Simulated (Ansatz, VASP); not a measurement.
# In4Bi3P: VASP beside Ansatz

File INCAR:

```
ALGO = Normal
EDIFF = 1E-6
ENCUT = 500
GGA = PE
GGA_COMPAT = False
ISIF = 2
ISMEAR = -1
LASPH = True
LCHARG = False
LREAL = False
LWAVE = False
NBANDS = 61
NELM = 120
PREC = Accurate
SIGMA = 0.02
```

Contents of KPOINTS:

```
k-points
0
Gamma
  6 6 6
```

The input POSCAR:

```
In4Bi3P
1.0
   -3.2699003629      3.2699003629      6.5192740095
    3.2699003629     -3.2699003629      6.5192740095
    3.2699003629      3.2699003629     -6.5192740095
P In Bi
1 4 3
Direct
    0.0000000000      0.0000000000      0.0000000000
    0.6554821475      0.6554821475      0.5447588137
    0.8892766662      0.3445178525      0.0000000000
    0.1107233338      0.1107233338      0.4552411863
    0.3445178525      0.8892766662      0.0000000000
    0.2500000000      0.7500000000      0.5000000000
    0.5000000000      0.5000000000      0.0000000000
    0.7500000000      0.2500000000      0.5000000000
```

Input for Ansatz:

```yaml
crystal:
  lattice:
    - [-3.2699003629, 3.2699003629, 6.5192740095]
    - [3.2699003629, -3.2699003629, 6.5192740095]
    - [3.2699003629, 3.2699003629, -6.5192740095]
  atoms:
    - { symbol: P, position: [0.0, 0.0, 0.0] }
    - { symbol: In, position: [0.6554821475, 0.6554821475, 0.5447588137] }
    - { symbol: Bi, position: [0.25, 0.75, 0.5] }
    - { symbol: In, position: [0.8892766662, 0.3445178525, 0.0] }
    - { symbol: Bi, position: [0.5, 0.5, 0.0] }
    - { symbol: In, position: [0.1107233338, 0.1107233338, 0.4552411863] }
    - { symbol: Bi, position: [0.75, 0.25, 0.5] }
    - { symbol: In, position: [0.3445178525, 0.8892766662, 0.0] }
kpoints:
  mp_grid: { grid: [6, 6, 6] }
  band_path:
    path:
      - [0.0, 0.0, 0.0]
      - [0.0, 0.0, 0.5]
      - [0.25, 0.25, 0.25]
      - [0.0, 0.5, 0.0]
      - [0.5, 0.5, -0.5]
      - [0.3128941971, 0.6871058029, -0.3128941971]
      - [-0.3128941971, 0.3128941971, 0.3128941971]
      - [-0.1257883942, 0.1257883942, 0.5]
      - [0.5, 0.5, -0.1257883942]
    npoints: 1
hamiltonian:
  xc: pbe
scf:
  occupations: { method: fermi_dirac, width: 0.02 }
  n_extra_bands: 6
output:
  forces: true
  stress: true
  eigenvalues: true
```

Alike in both runs: task single point; functional PBE; k mesh 6 × 6 × 6; occupations fermi-dirac, width 0.02 eV; no spin polarisation.

```csv
,VASP,Ansatz
version,VASP 6.6.1,Ansatz 0.2.0
potentials or method,"VASP PAW PBE potentials, release 64 (P, In_d, Bi_d)","plane waves, PAW"
plane-wave cutoff (eV),500,420
valence electrons in the cell,102,102
```

Ansatz gave:

| Item | Value |
| --- | --- |
| pressure (GPa) | 1.5 |
| rms of the force components (eV/Å) | 0.020 |

Problem. Which values does VASP return?

Solution. Pressure (GPa): 1.4; rms of the force components (eV/Å): 0.020.

Spin-orbit coupling is off throughout.
